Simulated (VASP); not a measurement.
A run of VASP 6.6.1 is set up as follows.

Contents of INCAR:

```
SYSTEM = GdN
ALGO = Normal
EDIFF = 1E-8
ENCUT = 520
GGA = PS
IBRION = 8
ISIF = 2
ISMEAR = 0
ISPIN = 2
LASPH = .TRUE.
LCHARG = .FALSE.
LMAXMIX = 6
LORBIT = 11
LREAL = .FALSE.
LWAVE = .FALSE.
MAGMOM = 7.53 0
NELM = 150
NSW = 1
PREC = Accurate
SIGMA = 0.15
```

Contents of KPOINTS:

```
k-points
0
G
  12 12 12
  0 0 0
```

Contents of POSCAR:

```
GdN
1.0
    2.9876134645      0.0000000000      0.0000000000
    0.0000000000      2.9876134645      0.0000000000
    0.0000000000      0.0000000000      2.9876134645
Gd N
1 1
Direct
    0.0000000000      0.0000000000      0.0000000000
    0.5000000000      0.5000000000      0.5000000000
```

Potentials or basis: VASP PAW PBE potentials, release 64 (Gd, N).

Command:

```console
$ cat potpaw_PBE.64/Gd/POTCAR potpaw_PBE.64/N/POTCAR > POTCAR
$ mpirun -np 1 vasp_std > vasp.out
```

(1) Estimate the highest phonon frequency at Γ.

(2) Predict the most unstable mode.

(3) What does it give for the net moment?

(4) Estimate the site moments.

Answers

(1) 37 cm⁻¹.

(2) 178i cm⁻¹.

(3) 6.98 μB per cell.

(4) Gd +6.78; N -0.04 μB.

Caveat: some modes are imaginary; a cell with one magnetic atom can't hold antiferromagnetic order, which such compounds often take.
